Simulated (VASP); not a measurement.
Ta, 1 atom in the cell. It takes space group Im-3m (No. 229, cubic). Conventional cell: a = 3.327 Å, b = 3.327 Å, c = 3.327 Å, α = 90.00°, β = 90.00°, γ = 90.00°. Ta (site symmetry m-3m) has 14 Ta at 2.88 to 3.33 Å within 3.8 Å.  This cell differs from its parent crystal: volume scaled by 1.04.

- Program: VASP 6.6.1
- Task: single point
- Functional: PBEsol
- Potentials or basis: VASP PAW PBE potentials, release 64 (Ta_pv)
- Cutoff: 520 eV
- k mesh: 22 × 22 × 22
- Occupations: fermi-dirac, width 0.1 eV
- Spin: no spin polarisation
- Dipole correction: no
- Further INCAR settings: ALGO = Normal; EDIFF = 1e-07; NBANDS = 12

Potentials or basis: VASP PAW PBE potentials, release 64 (Ta_pv).

The run is started by

```bash
$ cat potpaw_PBE.64/Ta_pv/POTCAR > POTCAR
$ mpirun -np 1 vasp_std > vasp.out
```

Hardware: 1 thread of Intel(R) Xeon(R) 6975P-C (Granite Rapids), on a shared host.

Q: Estimate the wall time of this run.

A: It took 20 s on 1 thread of Intel(R) Xeon(R) 6975P-C (Granite Rapids) (shared host), peak memory 0.2 GiB. Counts: scf iterations 11, k points 328.
